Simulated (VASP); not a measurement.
Wanted: the native input for a VASP 6.6.1 run.

```
Task                   : relaxation of cell and atoms
Functional             : PBEsol
Potentials or basis    : VASP PAW PBE potentials, release 64 (Ta_pv)
Cutoff                 : 500 eV
k mesh                 : 6 × 6 × 6
Occupations            : fermi-dirac, width 0.05 eV
Spin                   : no spin polarisation
Dipole correction      : no
Further INCAR settings : ALGO = Normal; EDIFF = 1e-07; IBRION = 2; EDIFFG = -0.03; NSW = 80; ISIF = 3
```

The structure of Ta lies in POSCAR:

```
Ta
1.0
    3.3000000000      0.0000000000      0.0000000000
    0.0000000000      3.3000000000      0.0000000000
    0.0000000000      0.0000000000      3.3000000000
Ta
2
Direct
    0.0000000000      0.0000000000      0.0000000000
    0.5000000000      0.5000000000      0.5000000000
```

One way to write it, as run:

INCAR

```
PREC = Accurate
ENCUT = 500
EDIFF = 1E-7
ISMEAR = -1
SIGMA = 0.05
LREAL = F
LASPH = T
NELM = 120
ALGO = Normal
ISIF = 3
LWAVE = F
LCHARG = F
GGA = PS
IBRION = 2
NSW = 80
EDIFFG = -0.03
GGA_COMPAT = F
NELMIN = 4
```

KPOINTS

```
regular mesh
0
Gamma
  6 6 6
```

Potentials or basis: VASP PAW PBE potentials, release 64 (Ta_pv).

The run is started by

```sh
$ cat potpaw_PBE.64/Ta_pv/POTCAR > POTCAR
$ mpirun -np 1 vasp_std > vasp.out
```

Results of the run:

```
Relaxed volume                         : 17.64 Å³/atom
Relaxed cell                           : a = 3.280 Å, b = 3.280 Å, c = 3.280 Å, α = 90.00°, β = 90.00°, γ = 90.00°
Space group after relaxing (to 0.05 Å) : Im-3m (No. 229)
Energy gained by relaxing              : 3.6 meV/atom
Ionic steps                            : 3
Pressure after relaxing                : 0.0 GPa
Band gap on the k mesh                 : zero (band 11 reaches 7.20 eV, above the bottom of band 12 at 4.25 eV)
```

Caveat: the PAW data sets were made with another functional, which shifts forces and pressure a little; spin-orbit coupling is left out, which moves the levels of the heavy elements.

Run time: 8.5 s on 1 thread of Intel(R) Xeon(R) 6975P-C (Granite Rapids), with other jobs on the host, peak memory 0.14 GiB.
